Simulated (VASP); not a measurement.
Here is a VASP 6.6.1 calculation.

File INCAR:

```
PREC     = Accurate       # precision mode
ENCUT    = 520            # plane-wave cutoff, eV
EDIFF    = 1E-6           # SCF threshold, eV
ISMEAR   = 0              # smearing method
SIGMA    = 0.1            # smearing width, eV
LREAL    = False          # projectors in reciprocal space
LASPH    = True           # aspherical terms in the spheres
NELM     = 100            # most SCF steps
ALGO     = Normal         # electronic algorithm
ISIF     = 2              # what is computed and relaxed
LWAVE    = False          # write WAVECAR
LCHARG   = False          # write CHGCAR
GGA      = PE             # functional
NBANDS   = 11             # bands
```

Contents of KPOINTS:

```
regular mesh
0
Gamma
  6 6 4
```

The input POSCAR:

```
MgS
1.0
    2.9532969200      0.0000000000      0.0000000000
   -1.4766484600      2.5576301600      0.0000000000
    0.0000000000      0.0000000000      6.0854177400
Mg S
1 1
Direct
    0.0000000000      0.0000000000      0.0000000000
    0.0000000000      0.0000000000      0.5000000000
```

Potentials or basis: VASP PAW PBE potentials, release 64 (Mg, S).

Launch:

```bash
$ cat potpaw_PBE.64/Mg/POTCAR potpaw_PBE.64/S/POTCAR > POTCAR
$ mpirun -np 1 vasp_std > vasp.out
```

Question: Predict the pressure.

Answer: -3.5 GPa.

Question: Estimate the band gap on the k mesh.

Answer: Zero (band 4 reaches 4.98 eV, above the bottom of band 5 at 2.54 eV).

Stress tensor (GPa, compression positive):
```
-1.11  0.00  0.00
 0.00 -1.11  0.00
 0.00  0.00 -8.20
```

Caveat: the k points lie up to 0.41 Å⁻¹ apart.
